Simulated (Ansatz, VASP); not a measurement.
**One calculation of Sb, two programs**

File INCAR:

```
  PREC = Accurate
  ENCUT = 520
  EDIFF = 1E-8
  ISMEAR = -1
  SIGMA = 0.05
  LREAL = False
  LASPH = True
  NELM = 100
  ALGO = Normal
  ISIF = 2
  LWAVE = False
  LCHARG = False
  GGA = PE
  LEFG = True
  NBANDS = 8
```

Contents of KPOINTS:

```
Automatic mesh
0
Gamma
  19 19 19
```

File POSCAR:

```
Sb
1.0
   -1.5050000000      1.5050000000      2.4056000000
    1.5050000000     -1.5050000000      2.4056000000
    1.5050000000      1.5050000000     -2.4056000000
Sb
1
Direct
    0.0000000000      0.0000000000      0.0000000000
```

Input for Ansatz:

```yaml
crystal:
  lattice:
    - [-1.505, 1.505, 2.4056]
    - [1.505, -1.505, 2.4056]
    - [1.505, 1.505, -2.4056]
  atoms:
    - { symbol: Sb, position: [0.0, 0.0, 0.0] }
kpoints:
  mp_grid: { grid: [19, 19, 19] }
scf:
  occupations: { method: fermi_dirac, width: 0.05 }
hamiltonian:
  xc: pbe
  pseudopotentials: { kind: all_electron, datasets: crystal }
output:
  forces: true
  stress: true
  eigenvalues: true
  efg: { contact_densities: true }
```

Change from the starting cell: zz strain of -3 %, crystal datasets.

Alike in both runs: task electric field gradients; functional PBE; k mesh 19 × 19 × 19; occupations fermi-dirac, width 0.05 eV; no spin polarisation.

|  | VASP | Ansatz |
| --- | --- | --- |
| version | VASP 6.6.1 | Ansatz 0.2.0 |
| potentials or method | VASP PAW PBE potentials, release 64 (Sb), cutoff 520 eV | all-electron PAW with datasets made for the crystal, scalar-relativistic |

Ansatz gave:

| Quantity | Value |
| --- | --- |
| pressure (GPa) | 23.4 |
| traceless stress, the component that is largest in VASP (GPa) | -0.19 |
| size of Vzz on the site where it differs most (V/Å²) | 27.2 |

Problem. Estimate VASP's values.

Solution. Pressure (GPa): 23.4; traceless stress, the component that is largest in VASP (GPa): -0.27; size of Vzz on the site where it differs most (V/Å²): 26.4.

Ansatz ran all-electron here, and VASP with PAW potentials.

Neither program's run includes spin-orbit coupling.
